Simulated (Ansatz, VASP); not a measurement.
One calculation of Al2O3, two programs

```
CELL_PARAMETERS angstrom
2.88823 0.00000 0.00000
-1.44411 2.50128 0.00000
0.00000 0.00000 7.53028
ATOMIC_POSITIONS crystal
Al 0.33333 0.66667 0.18280
Al 0.66667 0.33333 0.81720
O 0.00000 0.00000 0.00000
O 0.33333 0.66667 0.72681
O 0.66667 0.33333 0.27319
```

Alike in both runs: task single point; functional PBE; k mesh 9 × 9 × 4; no spin polarisation.

```csv
,VASP,Ansatz
version,VASP 6.6.1,Ansatz 0.2.0
potentials or method,"VASP PAW PBE potentials, release 64 (Al, O)","plane waves, PAW"
plane-wave cutoff (eV),520,420
occupations,"gaussian, width 0.01 eV",fixed
valence electrons in the cell,24,24
```

|  | VASP | Ansatz | Ansatz less VASP |
| --- | --- | --- | --- |
| gap on the k mesh at the Fermi level (eV) | 4.74 | 4.76 | +0.021 |
| pressure (GPa) | 0.0 | 0.0 | -0.01 |
| traceless stress, the component that is largest in VASP (GPa) | -0.22 | 0.02 | +0.237 |
| rms of the force components (eV/Å) | 0.018 | 0.000 | -0.0179 |

Atom by atom the forces differ by 0.018 eV/Å (rms over components).
